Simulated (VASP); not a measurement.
Runs of VASP 6.6.1 on GaO3. The structure is that of space group Im-3m (No. 229), or close to it. The cells are those of the table. The cell was generated, and may not be a known phase.

```tsv
task	cell	k mesh	cutoff (eV)	gap on the mesh (eV)	pressure (GPa)	relaxed volume (Å³/atom)
relaxation of cell and atoms	relaxed from a = 4.129 Å, angles 109.5°, 4 atoms	6 × 6 × 6	600	none	-0.2	8.97
single point	a = 4.129 Å, angles 109.5°, 4 atoms	6 × 6 × 6	520	none	(b)	-
single point	a = 3.604 Å, angles 109.5°, 4 atoms	16 × 16 × 16	520	none	0.5	-
relaxation of cell and atoms	relaxed from a = 3.595 Å, angles 109.5°, 4 atoms	16 × 16 × 16	600	none	0.0	9.02
single point	a = 3.595 Å, angles 109.5°, 4 atoms	6 × 6 × 6	520	none	(a)	-
```

Alike in all rows: level PBE; potentials or basis VASP PAW PBE potentials, release 64 (Ga_d, O); no spin polarisation; smearing gaussian 0.1 eV.

Estimate the missing entries.

(a) 0.4; (b) -27.5.

Caveats: an odd number of electrons without spin polarisation forces a metal; a magnetic or distorted state may lie lower; the volume moved by over 15 % at a fixed basis, so the end points are rough (at least some runs); the cell stands under tension (at least some runs).

A k mesh can miss the band edges, and the runs leave out spin-orbit coupling on Ga.

A gap of «none» marks levels without a gap at the run's occupations.
